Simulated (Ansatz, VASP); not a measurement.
GaAs: VASP beside Ansatz

```
Ga As
1.0
     0.00000    2.82685    2.82685
     2.82685    0.00000    2.82685
     2.82685    2.82685    0.00000
Ga As
1 1
Cartesian
  0.0000 0.0000 0.0000
  1.4134 1.4134 1.4134
```

Alike in both runs: task single point; functional LDA; k mesh 10 × 10 × 10; occupations gaussian, width 0.05 eV; no spin polarisation.

|  | VASP | Ansatz |
| --- | --- | --- |
| version | VASP 6.6.1 | Ansatz 0.2.0 |
| potentials or method | VASP PAW LDA potentials, release 64 (Ga_d, As), cutoff 520 eV | scalar-relativistic, plane waves, PAW |
| valence electrons in the cell | 18 | 28 |

|  | VASP | Ansatz | Ansatz less VASP |
| --- | --- | --- | --- |
| gap on the k mesh at the Fermi level (eV) | 0.33 | 0.28 | -0.048 |
| pressure (GPa) | -1.6 | -1.9 | -0.28 |

LDA's correlation is that of Perdew and Zunger in VASP and of Perdew and Wang (1992) in Ansatz. VASP's potentials hold 18 valence electrons a cell and Ansatz's 28, so a difference there can come from the potentials and not from the codes.
